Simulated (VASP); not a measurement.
Ti6Si, 7 atoms in the cell. The cell holds a slab with vacuum, 7 atoms: a = 2.832 Å, b = 4.579 Å, c = 22.051 Å, α = 90.00°, β = 90.00°, γ = 90.00°. 

```yaml
Program: VASP 6.6.1
Task: single point
Functional: PBE
Potentials_or_basis: VASP PAW PBE potentials, release 64 (Ti_sv, Si)
Cutoff: 400 eV
k_mesh: 9 × 6 × 1, shifted
Occupations: gaussian, width 0.1 eV
Spin: no spin polarisation
Dipole_correction: yes
Further_INCAR_settings: ALGO = Normal; EDIFF = 1e-06; NBANDS = 47; NELMDL = -8
```

Potentials or basis: VASP PAW PBE potentials, release 64 (Ti_sv, Si).

The run is started by

```console
$ cat potpaw_PBE.64/Ti_sv/POTCAR potpaw_PBE.64/Si/POTCAR > POTCAR
$ mpirun -np 1 vasp_std > vasp.out
```

Hardware: 1 thread of Intel Xeon 8259CL (shared host).

Task: Estimate the wall time of this run.

Result: Run time: 6.7 min on 1 thread of Intel Xeon 8259CL, with other jobs on the host, peak memory 0.29 GiB. Counts: scf iterations 37, k points 15.
